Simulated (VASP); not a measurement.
PtSe2, 3 atoms in the cell. Symmetry: P-3m1, No. 164, trigonal system. The conventional cell has a = 3.724 Å, b = 3.724 Å, c = 5.062 Å, α = 90.00°, β = 90.00°, γ = 120.00°. Within 3.3 Å of Pt (site symmetry -3m) lie 6 Se at 2.49 Å. Se (site symmetry 3m) has 3 Pt at 2.49 Å and 6 Se at 3.32 Å within 3.4 Å. 

* Program: VASP 6.6.1
* Task: relaxation of cell and atoms
* Functional: RPBE
* Dispersion: D3(BJ)
* Potentials or basis: VASP PAW PBE potentials, release 64 (Pt, Se)
* Cutoff: 600 eV
* k mesh: 8 × 8 × 5
* Occupations: fermi-dirac, width 0.05 eV
* Spin: no spin polarisation
* Dipole correction: no
* Further INCAR settings: ALGO = Normal; EDIFF = 1e-06; IBRION = 2; EDIFFG = -0.01; NSW = 60; ISIF = 3

Potentials or basis: VASP PAW PBE potentials, release 64 (Pt, Se).

Run with:

```console
$ cat potpaw_PBE.64/Pt/POTCAR potpaw_PBE.64/Se/POTCAR > POTCAR
$ mpirun -np 1 vasp_std > vasp.out
```

Hardware: 1 thread of Intel(R) Xeon(R) Platinum 8488C (Sapphire Rapids), on a shared host.

Question: How long does it take, and how much memory?

Answer: Run time: 7.4 min on 1 thread of Intel(R) Xeon(R) Platinum 8488C (Sapphire Rapids), on a shared host, peak memory 0.24 GiB. Counts: scf iterations 129, k points 40, ion steps 16.
